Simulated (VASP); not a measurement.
# SnO2: single point with PBE

SnO2:

```
CELL_PARAMETERS angstrom
3.23058 0.00000 0.00000
-1.61529 2.79776 0.00000
0.00000 0.00000 10.79056
ATOMIC_POSITIONS crystal
Sn 0.00000 0.00000 0.00000
Sn 0.00000 0.00000 0.50000
O 0.33333 0.66667 0.90586
O 0.33333 0.66667 0.59414
O 0.66667 0.33333 0.09414
O 0.66667 0.33333 0.40586
```

```
Program             : VASP 6.6.1
Task                : single point
Functional          : PBE
Potentials or basis : VASP PAW PBE potentials, release 64 (Sn_d, O)
Cutoff              : 520 eV
k mesh              : 9 × 9 × 3
Occupations         : fermi-dirac, width 0.05 eV
Spin                : no spin polarisation
```

```yaml
Pressure: 0.1 GPa
Largest_force: 0.046 eV/Å
Band_gap_on_the_k_mesh: 2.08 eV (least direct gap 2.48 eV)
```

Forces in eV/Å, atoms in the order of the input:
```
Sn   0.000  0.000  0.000
Sn   0.000  0.000  0.000
O    0.000  0.000  0.046
O    0.000  0.000 -0.046
O    0.000  0.000 -0.046
O    0.000  0.000  0.046
```

Stress tensor (GPa, compression positive):
```
-0.05  0.00  0.00
 0.00 -0.05  0.00
 0.00  0.00  0.39
```

Levels at points of the mesh, in eV from the valence-band top:
```
           k point  band 24  band 25  band 26  band 27  band 28  band 29
(0.00, 0.00, 0.00)    -0.87    -0.87    -0.40     2.08     2.79     5.41
```

Run time: 62 s on 1 thread of Intel(R) Xeon(R) Platinum 8259CL CPU @ 2.50GHz (Skylake/Cascade Lake), on a shared host, peak memory 0.23 GiB.

Caveat: spin-orbit coupling is left out, which moves the levels of the heavy elements. A k mesh can miss the band edges.
